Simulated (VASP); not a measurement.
Input of a VASP 6.6.1 run:

The input INCAR:

```
SYSTEM = Cl
PREC     = Accurate       ! precision mode
ENCUT    = 520            ! plane-wave cutoff, eV
EDIFF    = 1E-7           ! SCF threshold, eV
ISMEAR   = -1             ! smearing method
SIGMA    = 0.1            ! smearing width, eV
LREAL    = .FALSE.        ! projectors in reciprocal space
LASPH    = .TRUE.         ! aspherical terms in the spheres
NELM     = 100            ! most SCF steps
ALGO     = Normal         ! electronic algorithm
ISIF     = 2              ! what is computed and relaxed
LWAVE    = .FALSE.        ! write WAVECAR
LCHARG   = .TRUE.         ! write CHGCAR
GGA      = PE             ! functional
LELF     = .TRUE.         ! ELF
LVHAR    = .TRUE.       
NBANDS   = 10             ! bands
```

KPOINTS

```
Automatic mesh
0
G
  14 14 13
  0 0 0
```

POSCAR

```
Cl
1.0
    2.7489911525      0.0000000000      0.0000000000
   -1.3744955762      2.3806961728      0.0000000000
    0.0000000000      0.0000000000      2.1138774161
Cl
1
Direct
    0.0000000000      0.0000000000      0.0000000000
```

Potentials or basis: VASP PAW PBE potentials, release 64 (Cl).

Run with:

```console
$ cat potpaw_PBE.64/Cl/POTCAR > POTCAR
$ mpirun -np 1 vasp_std > vasp.out
```

Problem. What does it give for the band gap on the k mesh?

Solution. Zero (an odd number of electrons rules out a gap without spin polarisation).

Problem. Predict the pressure.

Solution. 56.9 GPa.

Stress tensor (GPa, compression positive):
```
57.15  0.00  0.00
 0.00 57.15  0.00
 0.00  0.00 56.26
```

Caveat: the cell stands under pressure; an odd number of electrons without spin polarisation forces a metal; a magnetic or distorted state may lie lower.
